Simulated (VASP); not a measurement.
Set up this calculation in VASP 6.6.1, as the native input.

* Task: single point
* Functional: r2SCAN
* Potentials or basis: VASP PAW PBE potentials, release 64 (Sr_sv)
* Cutoff: 520 eV
* k mesh: 14 × 14 × 14
* Occupations: gaussian, width 0.15 eV
* Spin: no spin polarisation
* Dipole correction: no
* Further INCAR settings: ALGO = Normal; EDIFF = 1e-07; NBANDS = 11

Crystal: Sr.

```xyz
1
Lattice="-2.4977 2.4977 2.4250 2.4977 -2.4977 2.4250 2.4977 2.4977 -2.4250" Properties=species:S:1:pos:R:3 pbc="T T T"
Sr    0.0000    0.0000    0.0000
```

This cell differs from its parent crystal: strain +0.030 along x and y, +0.000 along z.

The input as run:

POSCAR

```
Sr
1.0
   -2.4977500000      2.4977500000      2.4250000000
    2.4977500000     -2.4977500000      2.4250000000
    2.4977500000      2.4977500000     -2.4250000000
Sr
1
Direct
    0.0000000000      0.0000000000      0.0000000000
```

INCAR.step1

```
PREC = Accurate ; ENCUT = 520
ISMEAR = 0 ; SIGMA = 0.15
LREAL = False ; LASPH = True
NELM = 60 ; NBANDS = 11
GGA = PE ; ALGO = Normal
EDIFF = 1E-4 ; LWAVE = True
LCHARG = False
```

INCAR.step2

```
PREC = Accurate ; ENCUT = 520
EDIFF = 1E-7 ; ISMEAR = 0
SIGMA = 0.15 ; LREAL = False
LASPH = True ; NELM = 60
ALGO = Normal ; ISIF = 2
LWAVE = False ; LCHARG = False
METAGGA = R2SCAN ; LMIXTAU = True
NBANDS = 11 ; ISTART = 1
```

KPOINTS

```
regular mesh
0
Gamma
  14 14 14
```

Potentials or basis: VASP PAW PBE potentials, release 64 (Sr_sv).

The run is started by

```bash
$ cat potpaw_PBE.64/Sr_sv/POTCAR > POTCAR
$ cp INCAR.step1 INCAR
$ mpirun -np 1 vasp_std > vasp.out
$ cp INCAR.step2 INCAR
$ mpirun -np 1 vasp_std > vasp.out
```

It gave:

The pressure is -0.7 GPa and the band gap on the k mesh is zero (bands 5 and 6 overlap by 0.30 eV).

Caveat: the cell differs from its parent crystal (strain +0.030 along x and y, +0.000 along z); the PAW data sets were made with another functional, which shifts forces and pressure a little.

Wall time 2.6 min on 1 thread of Intel(R) Xeon(R) 6975P-C (Granite Rapids), on a shared host, peak memory 0.3 GiB.
